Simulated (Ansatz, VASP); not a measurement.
# Two plane-wave programs on P

```xyz
1
Lattice="2.5899 0.0000 0.0000 -1.2950 2.2429 0.0000 0.0000 0.0000 2.4833" Properties=species:S:1:pos:R:3 pbc="T T T"
P     0.0000    0.0000    0.0000
```

Alike in both runs: task relaxation of cell and atoms; functional r2SCAN; k mesh 9 × 9 × 8; occupations gaussian, width 0.1 eV; no spin polarisation.

|  | VASP | Ansatz |
| --- | --- | --- |
| version | VASP 6.6.1 | Ansatz 0.2.0 |
| potentials or method | VASP PAW PBE potentials, release 64 (P), cutoff 600 eV | scalar-relativistic, plane waves, PAW |
| valence electrons in the cell | 5 | 5 |

Ansatz gave:

* gap on the k mesh at the Fermi level, each at its own relaxed structure (eV): none
* relaxed volume (Å³/atom): 14.85
* relaxed cell length with the largest relative difference (Å): 2.411

Task: Which values does VASP return?

Result: gap on the k mesh at the Fermi level, each at its own relaxed structure (eV): none; relaxed volume (Å³/atom): 14.78; relaxed cell length with the largest relative difference (Å): 2.406.

VASP's potentials were made for PBE, not for r2SCAN. A gap of «none» marks a metal or a gap that the smearing closes.
